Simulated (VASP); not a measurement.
# Sb (R-3m) in VASP: notebook, part 2 of 2

VASP 6.6.1. The steps go on from the part before.

**4. Single point, r2SCAN**

Contents of POSCAR:

```
Sb
1.0
    2.1706020527      1.2531976795      3.8710910875
   -2.1706020527      1.2531976795      3.8710910875
    0.0000000000     -2.5063953589      3.8710910875
Sb
2
Direct
    0.2313018333      0.2313018333      0.2313018333
    0.7686981667      0.7686981667      0.7686981667
```

Contents of INCAR.step1:

```
PREC = Accurate
ENCUT = 520
ISMEAR = -1
SIGMA = 0.01
LREAL = F
LASPH = T
NELM = 100
NBANDS = 12
GGA = PE
ALGO = Normal
EDIFF = 1E-4
LWAVE = T
LCHARG = F
```

Contents of INCAR.step2:

```
PREC = Accurate
ENCUT = 520
EDIFF = 1E-7
ISMEAR = -1
SIGMA = 0.01
LREAL = F
LASPH = T
NELM = 100
ALGO = Normal
ISIF = 2
LWAVE = F
LCHARG = F
METAGGA = R2SCAN
LMIXTAU = T
NBANDS = 12
ISTART = 1
```

Contents of KPOINTS:

```
regular mesh
0
Gamma
  9 9 9
```

Potentials or basis: VASP PAW PBE potentials, release 64 (Sb).

The run is started by

```
cat potpaw_PBE.64/Sb/POTCAR > POTCAR
cp INCAR.step1 INCAR
mpirun -np 1 vasp_std > vasp.out
cp INCAR.step2 INCAR
mpirun -np 1 vasp_std > vasp.out
```

OUTCAR:

```text
PREC = Accurate
   ENCUT = 520
   EDIFF = 1E-7
   ISMEAR = -1
   LREAL = F
   LASPH = T
   NELM = 100
   ISIF = 2
   METAGGA = R2SCAN
   ISTART = 1

 ion  position               nearest neighbor table
   1  0.231  0.231  0.231-   2 2.92   2 2.92   2 2.92   2 3.45   2 3.45   2 3.45
   2  0.769  0.769  0.769-   1 2.92   1 2.92   1 2.92   1 3.45   1 3.45   1 3.45

  LATTYP: Found a trigonal (rhomboedric) cell.
 ALAT       =     4.6116552238
 COS(alpha) =     0.5569255040

  Lattice vectors:

 A1 = (   2.1706020527,   1.2531976795,   3.8710910875)
 A2 = (  -2.1706020527,   1.2531976795,   3.8710910875)
 A3 = (   0.0000000000,  -2.5063953589,   3.8710910875)

Analysis of symmetry for initial positions (statically):
=====================================================================
 Subroutine PRICEL returns:
 Original cell was already a primitive cell.

 Routine SETGRP: Setting up the symmetry group for a
 trigonal (rhombohedral) supercell.

 Subroutine GETGRP returns: Found 12 space group operations
 (whereof 12 operations were pure point group operations)
 out of a pool of 12 trial point group operations.

[... 173 lines left out ...]
      4       4.7955      2.00000
      5       4.7955      2.00000
      6       8.6150      0.00000
      7       9.3503      0.00000
      8       9.3503      0.00000
      9      12.2973      0.00000
     10      12.2973      0.00000
     11      12.5207      0.00000
     12      13.8829      0.00000
[... 331 lines left out ...]
 k-point    24 :       0.4444    0.4444    0.0000
  band No.  band energies     occupation
      1      -4.1499      2.00000
      2      -1.5414      2.00000
      3       1.4863      2.00000
      4       2.9739      2.00000
      5       3.0235      2.00000
      6       8.4617      0.00000
      7      11.5320      0.00000
      8      12.4022      0.00000
      9      13.1174      0.00000
     10      15.5216      0.00000
     11      16.7563      0.00000
     12      17.6523      0.00000

 [... further k-points ...]

------------------------ aborting loop because EDIFF is reached ----------------------------------------

  FORCE on cell =-STRESS in cart. coord.  units (eV):
  Direction    XX          YY          ZZ          XY          YZ          ZX
  --------------------------------------------------------------------------------------
  -------------------------------------------------------------------------------------
  Total        0.0760743      0.0760743      0.0179492      0.0000000      0.0000000      0.0000000
  in kB        1.9291414      1.9291414      0.4551676      0.0000000      0.0000000      0.0000000
  external PRESSURE =       1.4378168 kB  Pullay stress =       0.0000000 kB

 VOLUME and BASIS-vectors are now :
 -----------------------------------------------------------------------------
  energy-cutoff  :      520.00
  volume of cell :       63.18
      direct lattice vectors                 reciprocal lattice vectors
     2.170602053  1.253197679  3.871091087     0.230350837  0.132993118  0.086108367
    -2.170602053  1.253197679  3.871091087    -0.230350837  0.132993118  0.086108367
     0.000000000 -2.506395359  3.871091087     0.000000000 -0.265986236  0.086108367

 POSITION                                       TOTAL-FORCE (eV/Angst)
 -----------------------------------------------------------------------------------
      0.00000      0.00000      2.68617         0.000000      0.000000      0.048040
      0.00000      0.00000      8.92710         0.000000     -0.000000     -0.048040
 -----------------------------------------------------------------------------------
    total drift:                                0.000000     -0.000000      0.000000

  FREE ENERGIE OF THE ION-ELECTRON SYSTEM (eV)
  ---------------------------------------------------
  free  energy   TOTEN  =       -51.3983134860 eV

  energy  without entropy=      -51.3983098953  energy(sigma->0) =      -51.39831169
```

It took 3.3 min on 1 thread of Intel Xeon Platinum 8259CL at 2.50GHz (Skylake/Cascade Lake), shared host; peak memory 0.24 GiB.

Results:

```yaml
Free_energy: -51.3983 eV
Pressure: 0.1 GPa
Largest_force: 0.048 eV/Å
Band_gap_on_the_k_mesh: 0.13 eV, indirect (least direct gap 0.58 eV)
```

Forces on the atoms (eV/Å):
```
Sb   0.000  0.000  0.048
Sb   0.000  0.000 -0.048
```

Stress tensor (GPa, compression positive):
```
0.19 0.00 0.00
0.00 0.19 0.00
0.00 0.00 0.05
```

Caveat: the PAW data sets were made with another functional, which shifts forces and pressure a little; spin-orbit coupling is left out, which moves the levels of the heavy elements. A k mesh can miss the band edges.

**5. The runs side by side**

```tsv
k mesh	smearing	gap on the mesh (eV)	pressure (GPa)	largest force (eV/Å)
7 × 7 × 7	fermi-dirac 0.1 eV	0.27	0.1	0.03
9 × 9 × 9	fermi-dirac 0.1 eV	0.13	0.1	0.05
9 × 9 × 9	fermi-dirac 0.01 eV	0.13	0.1	0.05
```

Alike in all rows: task single point; level r2SCAN; potentials or basis VASP PAW PBE potentials, release 64 (Sb); no spin polarisation; cell as given; cutoff (eV) 520.

On the cell as given the gap runs from 0.13 eV (r2SCAN) to 0.27 eV (r2SCAN); the meshes differ, which moves gaps too.

Caveats: the PAW data sets were made with another functional, which shifts forces and pressure a little; spin-orbit coupling is left out, which moves the levels of the heavy elements.

Absolute energies hang on the potentials; compare differences alone.
